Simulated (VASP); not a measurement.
The system is Os.

```xyz
1
Lattice="2.5395 0.0000 0.0000 0.0000 2.5395 0.0000 0.0000 0.0000 2.5395" Properties=species:S:1:pos:R:3 pbc="T T T"
Os    0.0000    0.0000    0.0000
```

This isn't the form of Os at room conditions, which is hcp.

Base run:

- Program: VASP 6.6.1
- Functional: r2SCAN
- Potentials or basis: VASP PAW PBE potentials, release 64 (Os)
- Cutoff: 520 eV
- k mesh: 14 × 14 × 14
- Occupations: fermi-dirac, width 0.1 eV
- Spin: no spin polarisation

Its results: band gap on the k mesh zero (bands 4 and 5 overlap by 6.18 eV); pressure 1.1 GPa.

Task: The run is repeated on the same cell with these changes: k mesh from 14 × 14 × 14 to 20 × 20 × 20; further incar settings from ALGO = Normal; EDIFF = 1e-06; NBANDS = 10 to ALGO = Normal; EDIFF = 1e-07; NBANDS = 10. What comes out?

Result: Band gap on the k mesh zero (bands 4 and 5 overlap by 6.39 eV); pressure 0.6 GPa.

Caveats: the PAW data sets were made with another functional, which shifts forces and pressure a little; spin-orbit coupling is left out, which moves the levels of the heavy elements.
